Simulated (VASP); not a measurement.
Wanted: the native input for a VASP 6.6.1 run.

| Quantity | Value |
| --- | --- |
| Task | single point |
| Functional | PBEsol |
| Potentials or basis | VASP PAW PBE potentials, release 64 (Pt) |
| Cutoff | 520 eV |
| k mesh | 22 × 22 × 22 |
| Occupations | gaussian, width 0.15 eV |
| Spin | collinear spin |
| Starting moments | [0.05] μB |
| Fixed moment | 0.05 μB |
| Dipole correction | no |
| Further INCAR settings | ALGO = Fast; EDIFF = 1e-06; NBANDS = 15 |

The structure of Pt lies in POSCAR:

```
Pt
1.0
    0.0000000000      2.0160787243      2.0160787243
    2.0160787243      0.0000000000      2.0160787243
    2.0160787243      2.0160787243      0.0000000000
Pt
1
Direct
    0.0000000000      0.0000000000      0.0000000000
```

The input as run:

INCAR

```
  PREC = Accurate
  ENCUT = 520
  EDIFF = 1E-6
  ISMEAR = 0
  SIGMA = 0.15
  LREAL = False
  LASPH = True
  NELM = 150
  ALGO = Fast
  ISIF = 2
  LWAVE = False
  LCHARG = False
  ISPIN = 2
  MAGMOM = 0.05
  LORBIT = 11
  NUPDOWN = 0.05
  LMAXMIX = 4
  GGA = PS
  NBANDS = 15
```

KPOINTS

```
Automatic mesh
0
Gamma
  22 22 22
```

Potentials or basis: VASP PAW PBE potentials, release 64 (Pt).

The run is started by

```console
$ cat potpaw_PBE.64/Pt/POTCAR > POTCAR
$ mpirun -np 1 vasp_std > vasp.out
```

Results of the run:

```
Pressure                                              : -19.9 GPa
Net moment                                            : 0.05 μB per cell
Site moments                                          : Pt +0.05 μB
Valence electrons inside the program's atomic spheres : Pt 9.08
```

Caveat: the cell stands under tension; the PAW data sets were made with another functional, which shifts forces and pressure a little; the total moment is fixed, so each spin has its own Fermi level.

It took 2.8 min on 1 thread of Intel Xeon 8259CL (shared host), peak memory 0.25 GiB.
